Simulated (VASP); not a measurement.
# Li3SeF (P1) in VASP: relaxation of cell and atoms with PBE

Aim: the relaxation of cell and atoms of Li3SeF with PBE.

Everything below comes from runs of VASP 6.6.1. Logs are shortened: lines on timing, memory, paths and dates and some standing lists are left out, and cuts for length are marked.

**1. The cell of the first run**

The typed cell holds 10 atoms: a = 4.047 Å, b = 3.949 Å, c = 8.071 Å, α = 92.07°, β = 89.67°, γ = 88.34°.

**2. Relaxation of cell and atoms, PBE**

Input file INCAR:

```
PREC = Accurate ; ENCUT = 600
EDIFF = 1E-7 ; ISMEAR = 0
SIGMA = 0.1 ; LREAL = False
LASPH = True ; NELM = 100
ALGO = Normal ; ISIF = 3
LWAVE = False ; LCHARG = False
GGA = PE ; IBRION = 2
NSW = 100 ; EDIFFG = -0.015
```

Input file KPOINTS:

```
Automatic mesh
0
Gamma
  4 4 2
```

Input file POSCAR:

```
Li3SeF
1.0
   -4.0466542711     -0.0122765065     -0.0579457870
   -0.0579457870      0.0721237880     -3.9483409654
   -0.0245530129     -8.0700923830      0.1442475760
Li Se F
6 2 2
Direct
    0.5139969211      0.5000705198      1.0167928990
    0.5256402580      0.4709256005      0.4810656997
    0.5023936191     -0.0401842460      0.7467925571
    0.5366592658      1.0346988933      0.2709523664
    1.0090768925      0.5262222857      0.7335120581
    0.9825582314      0.5251177704      0.2392933938
   -0.0020445989      0.9720404856      0.5329826495
   -0.0411489677      0.9704302337      0.9989721451
    0.5068791206      0.5212693301      0.7413523238
    0.4659892580      0.5194091269      0.2382839075
```

Potentials or basis: VASP PAW PBE potentials, release 64 (Li_sv, Se, F).

The run is started by

```sh
> cat potpaw_PBE.64/Li_sv/POTCAR potpaw_PBE.64/Se/POTCAR potpaw_PBE.64/F/POTCAR > POTCAR
> mpirun -np 1 vasp_std > vasp.out
```

OUTCAR:

```text
PREC = Accurate
   ENCUT = 600
   EDIFF = 1E-7
   ISMEAR = 0
   LREAL = False
   LASPH = True
   NELM = 100
   ISIF = 3
   GGA = PE
   IBRION = 2
   NSW = 100
   EDIFFG = -0.015

 ion  position               nearest neighbor table
   1  0.514  0.500  0.017-  10 1.80   9 2.23   8 2.63
   2  0.526  0.471  0.481-  10 1.99   9 2.10   4 2.37
   3  0.502  0.960  0.747-   9 1.73   9 2.22   7 2.64   7 2.68
   4  0.537  0.035  0.271-  10 1.95  10 2.07   2 2.37
   5  0.009  0.526  0.734-   9 2.02   9 2.03   7 2.43   7 2.68
   6  0.983  0.525  0.239-  10 1.96  10 2.09   8 2.67
   7  0.998  0.972  0.533-   5 2.43   3 2.64   5 2.68   3 2.68
   8  0.959  0.970  0.999-   1 2.63   6 2.67
   9  0.507  0.521  0.741-   3 1.73   5 2.02   5 2.03   2 2.10   3 2.22   1 2.23
  10  0.466  0.519  0.238-   1 1.80   4 1.95   6 1.96   2 1.99   4 2.07   6 2.09

  LATTYP: Found a triclinic cell.
 ALAT       =    13.9541071810
 B/A-ratio  =     0.6380226961
 C/A-ratio  =     1.3400354118
 COS(alpha) =     0.0006698192
 COS(beta)  =     0.6380154883
 COS(gamma) =     0.7684498535

  Lattice vectors:

 A1 = (   8.0019699811,   8.2388929720,  -7.9250379328)
 A2 = (   8.0353627552,   0.0966768010,  -3.8324493914)
 A3 = (  -4.1134398193,  16.2721558355,  -8.2431228698)

Analysis of symmetry for initial positions (statically):
=====================================================================
 Subroutine PRICEL returns:
 Original cell was already a primitive cell.

 Routine SETGRP: Setting up the symmetry group for a
 triclinic supercell.

 Subroutine GETGRP returns: Found  1 space group operations
 (whereof  1 operations were pure point group operations)
 out of a pool of  2 trial point group operations.

The static configuration has the point symmetry C_1 .

Analysis of symmetry for dynamics (positions and initial velocities):
=====================================================================
 Subroutine PRICEL returns:
 Original cell was already a primitive cell.

 Routine SETGRP: Setting up the symmetry group for a
 triclinic supercell.

 Subroutine GETGRP returns: Found  1 space group operations
 (whereof  1 operations were pure point group operations)
 out of a pool of  2 trial point group operations.

The dynamic configuration has the point symmetry C_1 .

 Subroutine INISYM returns: Found  1 space group operations
 (whereof  1 operations are pure point group operations),
 and found     1 'primitive' translations

----------------------------------------------------------------------------------------

                                     Primitive cell

  volume of cell :     128.8699

  direct lattice vectors                    reciprocal lattice vectors
    -4.046654271 -0.012276506 -0.057945787    -0.247172362  0.000817120  0.003642424
    -0.057945787  0.072123788 -3.948340965     0.003642424 -0.004540571 -0.253407331
    -0.024553013 -8.070092383  0.144247576     0.000408560 -0.123956142 -0.002270285

  length of vectors
     4.047087745  3.949424760  8.071418790     0.247200549  0.253474179  0.123977604

  position of ions in fractional coordinates (direct lattice)
     0.513996921  0.500070520  0.016792899
     0.525640258  0.470925601  0.481065700
     0.502393619  0.959815754  0.746792557
     0.536659266  0.034698893  0.270952366
     0.009076892  0.526222286  0.733512058
     0.982558231  0.525117770  0.239293394
     0.997955401  0.972040486  0.532982649
     0.958851032  0.970430234  0.998972145
     0.506879121  0.521269330  0.741352324
     0.465989258  0.519409127  0.238283907

  ion indices of the primitive-cell ions
   primitive index   ion index
                 1           1
                 2           2
                 3           3
                 4           4
                 5           5
                 6           6
                 7           7
                 8           8
                 9           9
                10          10

----------------------------------------------------------------------------------------

 KPOINTS: Automatic mesh

Automatic generation of k-mesh.
 Grid dimensions read from file:
 generate k-points for:    4    4    2

 Generating k-lattice:

  Cartesian coordinates                     Fractional coordinates (reciprocal lattice)
    -0.061793091  0.000204280  0.000910606     0.250000000  0.000000000  0.000000000
     0.000910606 -0.001135143 -0.063351833     0.000000000  0.250000000  0.000000000
     0.000204280 -0.061978071 -0.001135143     0.000000000  0.000000000  0.500000000

  Length of vectors
     0.061800137  0.063368545  0.061988802

  Shift w.r.t. Gamma in fractional coordinates (k-lattice)
     0.000000000  0.000000000  0.000000000

 Subroutine IBZKPT returns following result:
 ===========================================

 Found     20 irreducible k-points:

 Following reciprocal coordinates:
            Coordinates               Weight
  0.000000  0.000000  0.000000      1.000000
  0.250000 -0.000000 -0.000000      2.000000
  0.500000 -0.000000 -0.000000      1.000000
 -0.000000  0.250000  0.000000      2.000000
  0.250000  0.250000  0.000000      2.000000
  0.500000  0.250000  0.000000      2.000000
[... 12 lines left out ...]
  0.250000  0.500000  0.500000      2.000000
  0.500000  0.500000  0.500000      1.000000
   k-points           NKPTS =     20   k-points in BZ     NKDIM =     20   number of bands    NBANDS=     28
   number of dos      NEDOS =    301   number of ions     NIONS =     10
   total plane-waves  NPLWV =  65536
   dimension x,y,z NGX =    32 NGY =   32 NGZ =   64
   dimension x,y,z NGXF=    64 NGYF=   64 NGZF=  128
   ions per type =               6   2   2
   NGX,Y,Z   is equivalent  to a cutoff of  13.14, 13.47, 13.18 a.u.
   NGXF,Y,Z  is equivalent  to a cutoff of  26.29, 26.94, 26.36 a.u.
 SYSTEM =  unknown system
   PREC   = accura    normal or accurate (medium, high low for compatibility)
   ISTART =      0    job   : 0-new  1-cont  2-samecut
   ICHARG =      2    charge: 1-file 2-atom 10-const
   ISPIN  =      1    spin polarized calculation?
   LNONCOLLINEAR =      F non collinear calculations
   LSORBIT =      F    spin-orbit coupling
   LASPH  =      T    aspherical Exc in radial PAW
   ENCUT  =  600.0 eV  44.10 Ry    6.64 a.u.   8.08  7.89 16.12*2*pi/ulx,y,z
   NELM   =    100;   NELMIN=  2; NELMDL= -5     # of ELM steps
   EDIFF  = 0.1E-06   stopping-criterion for ELM
   LREAL  =      F    real-space projection
   EDIFFG = -.1E-01   stopping-criterion for IOM
   NSW    =    100    number of steps for IOM
   IBRION =      2    ionic relax: 0-MD 1-quasi-New 2-CG
   NFREE  =      1    steps in history (QN), initial steepest desc. (CG)
   ISIF   =      3    stress and relaxation
   ISYM   =      2    0-nonsym 1-usesym 2-fastsym
   POTIM  = 0.5000    time-step for ionic-motion
   TEBEG  =    0.0;   TEEND  =   0.0 temperature during run
   PSTRESS=    0.0 pullay stress
   NELECT =      44.0000    total number of electrons
   NUPDOWN=      -1.0000    fix difference up-down
   EMIN   =  10.00;   EMAX   =-10.00  energy-range for DOS
   EFERMI =   0.00;   METHOD = LEGACY
   ISMEAR =     0;   SIGMA  =   0.10  broadening in eV -4-tet -1-fermi 0-gaus
   EFERMI_NEDOS =   21; number of points for ismear=-14 and -15
   IALGO  =     38    algorithm
   IMIX   =      4    mixing-type and parameters
     AMIX     =   0.40;   BMIX     =  1.00
     AMIX_MAG =   1.60;   BMIX_MAG =  1.00
  volume/ion in A,a.u.               =      12.89        86.97
  Fermi-wavevector in a.u.,A,eV,Ry     =   1.144217  2.162258 17.813205  1.309234
  Thomas-Fermi vector in A             =   2.280910
   LORBIT       =      0    0 simple, 1 ext, 2 COOP (PROOUT), +10 PAW based schemes
   GGA     = PE    functional components
   LHFCALC =     F    Hartree Fock is set to
   AEXX    =    0.0000 exact exchange contribution
   IVDW    =     0    specifies the selected vdW correction
   LEPSILON=     F    determine dielectric tensor
   LRPA    =     F    only Hartree local field effects (RPA)
 conjugate gradient relaxation of ions
 non-spin polarized calculation
 Gauss-broadening in eV      SIGMA  =   0.10
  energy-cutoff  :      600.00
  volume of cell :      128.87
 maximum number of plane-waves:      4326
   NGX = 17   NGY = 15   NGZ = 33

--------------------------------------- Ionic step        1  -------------------------------------------

 number of electron      43.9999995 magnetization

 Free energy of the ion-electron system (eV)
  ---------------------------------------------------
  ext. energy  EPLUGINS =         0.00000000
  ---------------------------------------------------
  free energy    TOTEN  =       -40.14178303 eV

  energy without entropy =      -40.14178303  energy(sigma->0) =      -40.14178303

------------------------ aborting loop because EDIFF is reached ----------------------------------------

  FORCE on cell =-STRESS in cart. coord.  units (eV):
  Direction    XX          YY          ZZ          XY          YZ          ZX
  --------------------------------------------------------------------------------------
  -------------------------------------------------------------------------------------
  Total        0.0634530      0.7379912      2.7924276     -0.4531406      0.4036728     -0.3967932
  in kB        0.7888803      9.1750906     34.7169113     -5.6336799      5.0186705     -4.9331393
  external PRESSURE =      14.8936274 kB  Pullay stress =       0.0000000 kB
[... 113 lines left out ...]
  FREE ENERGIE OF THE ION-ELECTRON SYSTEM (eV)
  ---------------------------------------------------
  free  energy   TOTEN  =       -40.7649803792 eV

  energy  without entropy=      -40.7649803792  energy(sigma->0) =      -40.76498038

[... ionic steps 4 to 14 ...]

--------------------------------------- Ionic step       15  -------------------------------------------

 number of electron      44.0000056 magnetization

------------------------ aborting loop because EDIFF is reached ----------------------------------------

  FORCE on cell =-STRESS in cart. coord.  units (eV):
  Direction    XX          YY          ZZ          XY          YZ          ZX
  --------------------------------------------------------------------------------------
  -------------------------------------------------------------------------------------
  Total       -0.0173389     -0.0195551     -0.0272073      0.0044289     -0.0069129      0.0049762
  in kB       -0.2183670     -0.2462781     -0.3426503      0.0557780     -0.0870618      0.0626700
  external PRESSURE =      -0.2690985 kB  Pullay stress =       0.0000000 kB
[... 73 lines left out ...]
  energy  without entropy=      -40.9569237449  energy(sigma->0) =      -40.95692374

--------------------------------------- Ionic step       17  -------------------------------------------

 number of electron      44.0000065 magnetization

 Free energy of the ion-electron system (eV)
  ---------------------------------------------------
  ext. energy  EPLUGINS =         0.00000000
  ---------------------------------------------------
  free energy    TOTEN  =       -40.95719241 eV

  energy without entropy =      -40.95719241  energy(sigma->0) =      -40.95719241

 E-fermi :   3.1151     XC(G=0):  -9.2309

 val. band max:        2.6688381393   @ k =   0.5000   0.5000   0.0000
 cond. band min:       6.4457072775   @ k =   0.0000   0.0000   0.0000
 fundamental gap:      3.7768691382
 Fermi energy:         3.1151382926

 k-point     1 :       0.0000    0.0000    0.0000
  band No.  band energies     occupation
      1     -42.8324      2.00000
      2     -42.8143      2.00000
      3     -42.7964      2.00000
      4     -42.7812      2.00000
      5     -42.7792      2.00000
      6     -42.7777      2.00000
[... 646 lines left out ...]
  FREE ENERGIE OF THE ION-ELECTRON SYSTEM (eV)
  ---------------------------------------------------
  free  energy   TOTEN  =       -40.9571924066 eV

  energy  without entropy=      -40.9571924066  energy(sigma->0) =      -40.95719241

 reached required accuracy - stopping structural energy minimisation
```

Wall time 18 min (1 thread of Intel Xeon Platinum 8259CL at 2.50GHz (Skylake/Cascade Lake), shared host); peak memory 0.3 GiB.

Results:

| Item | Value |
| --- | --- |
| Free energy | -40.9572 eV |
| Relaxed volume | 12.71 Å³/atom |
| Relaxed cell | a = 3.991 Å, b = 3.991 Å, c = 7.980 Å, α = 89.96°, β = 89.99°, γ = 90.04° |
| Space group after relaxing (to 0.05 Å) | Pm-3m (No. 221) |
| Energy gained by relaxing | 81.5 meV/atom |
| Ionic steps | 17 |
| Pressure after relaxing | 0.0 GPa |
| Largest force after relaxing | 0.010 eV/Å |
| Band gap on the k mesh | 3.78 eV, indirect (least direct gap 4.05 eV) |

Forces in eV/Å, atoms in the order of the input:
```
Li  -0.004  0.002 -0.006
Li  -0.003 -0.003 -0.003
Li  -0.007  0.007 -0.001
Li   0.001  0.002  0.006
Li   0.006  0.001 -0.004
Li  -0.002 -0.007  0.005
Se   0.002  0.000  0.004
Se   0.002 -0.009  0.001
F    0.002  0.000 -0.004
F    0.003  0.008  0.002
```

The path:
```tsv
step	energy change (eV)	largest force (eV/Å)	pressure (GPa)	volume (Å³)
1	0.0000	1.7731	1.49	128.87
2	-0.4195	1.0581	-0.28	131.11
3	-0.6232	0.4370	-2.20	135.69
4	-0.6363	0.3782	-1.98	134.87
5	-0.7112	0.3013	-0.92	131.03
6	-0.7442	0.3593	0.58	126.56
7	-0.7726	0.2420	0.32	126.92
8	-0.7902	0.1926	-0.01	127.48
9	-0.8021	0.0992	-0.09	127.56
10	-0.8078	0.1094	-0.17	127.68
11	-0.8127	0.0653	0.05	127.04
12	-0.8135	0.0410	0.19	126.64
13	-0.8146	0.0286	-0.06	127.31
14	-0.8146	0.0293	-0.07	127.34
15	-0.8150	0.0158	-0.03	127.22
16	-0.8151	0.0213	0.01	127.12
17	-0.8154	0.0104	0.02	127.09
```

Final structure:
```xyz
10
Lattice="-3.9905 -0.0002 0.0005 0.0019 -0.0020 -3.9907 -0.0006 -7.9803 -0.0015" Properties=species:S:1:pos:R:3 pbc="T T T"
Li   -1.9921   -0.0015   -1.9905
Li   -1.9928   -3.9909   -1.9933
Li   -1.9891   -5.9922   -3.9883
Li   -1.9972   -1.9993   -0.0043
Li    0.0002   -5.9839   -1.9908
Li    0.0004   -1.9918   -2.0044
Se   -0.0021   -3.9893   -0.0027
Se   -0.0023   -7.9782   -0.0022
F    -1.9954   -5.9864   -1.9938
F    -1.9963   -1.9966   -1.9984
```

Levels at points of the mesh, in eV from the valence-band top:
```
           k point  band 18  band 19  band 20  band 21  band 22  band 23  band 24  band 25  band 26  band 27
(0.00, 0.00, 0.00)    -0.67    -0.66    -0.66    -0.52    -0.52     3.78     4.92     5.11     5.59     5.59
(0.50, 0.00, 0.00)    -2.20    -2.20    -0.52    -0.52     0.00     4.06     4.07     4.92     5.11     6.39
(0.00, 0.50, 0.00)    -2.20    -2.20    -0.52    -0.52     0.00     4.05     4.07     4.92     5.11     6.38
(0.50, 0.50, 0.00)    -2.72    -2.72    -2.20    -2.20     0.00     4.05     4.07     6.17     6.17     6.18
(0.00, 0.00, 0.50)    -1.93    -0.60    -0.60    -0.59    -0.59     4.43     4.44     5.33     5.34     7.70
(0.50, 0.00, 0.50)    -2.56    -1.55    -1.54    -0.29    -0.28     4.48     4.49     5.02     5.02     6.50
(0.00, 0.50, 0.50)    -2.56    -1.55    -1.54    -0.29    -0.28     4.48     4.48     5.02     5.02     6.50
(0.50, 0.50, 0.50)    -2.46    -2.45    -2.45    -1.67    -1.67     4.65     4.66     6.24     6.24     6.24
```

Caveat: the cutoff is under 1.25 times the usual one of these potentials, so pressure, stress and relaxed cells hold a basis-set (Pulay) error.
